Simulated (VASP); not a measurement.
Write the native input for VASP 6.6.1 that does the following.

| Property | Result |
| --- | --- |
| Task | single point |
| Functional | PBE |
| Potentials or basis | VASP PAW PBE potentials, release 64 (B) |
| Cutoff | 520 eV |
| k mesh | 12 × 12 × 20 |
| Occupations | gaussian, width 0.1 eV |
| Spin | no spin polarisation |
| Dipole correction | no |
| Further INCAR settings | ALGO = Normal; EDIFF = 1e-07; NBANDS = 18 |

The structure of B lies in POSCAR:

```
B
1.0
    5.0728267282      0.0000000000      0.0000000000
   -2.5364133641      4.3931968156      0.0000000000
    0.0000000000      0.0000000000      1.8603933541
B
6
Direct
    0.6563742883      0.6563742883      0.1666666667
    0.3436257117      0.0000000000      0.5000000000
    0.0000000000      0.3436257117      0.8333333333
    0.0000000000      0.6563742883      0.3333333333
    0.3436257117      0.3436257117      0.6666666667
    0.6563742883      0.0000000000      0.0000000000
```

The cell was built from a structure type or drawn by symmetry, and may not be a known phase.

These files were run (other wordings do the same):

INCAR

```
SYSTEM = B
  ALGO = Normal
  EDIFF = 1E-7
  ENCUT = 520
  GGA = PE
  ISIF = 2
  ISMEAR = 0
  LASPH = .TRUE.
  LCHARG = .FALSE.
  LREAL = .FALSE.
  LWAVE = .FALSE.
  NBANDS = 18
  NELM = 60
  PREC = Accurate
  SIGMA = 0.1
```

KPOINTS

```
k-points
0
G
  12 12 20
  0 0 0
```

Potentials or basis: VASP PAW PBE potentials, release 64 (B).

The run is started by

```bash
$ cat potpaw_PBE.64/B/POTCAR > POTCAR
$ mpirun -np 1 vasp_std > vasp.out
```

Results of the run:

* Pressure: 0.0 GPa
* Band gap on the k mesh: zero (bands 9 and 10 overlap by 1.18 eV)

Run time: 3 min on 1 thread of Intel Xeon 8259CL (shared host), peak memory 0.23 GiB.
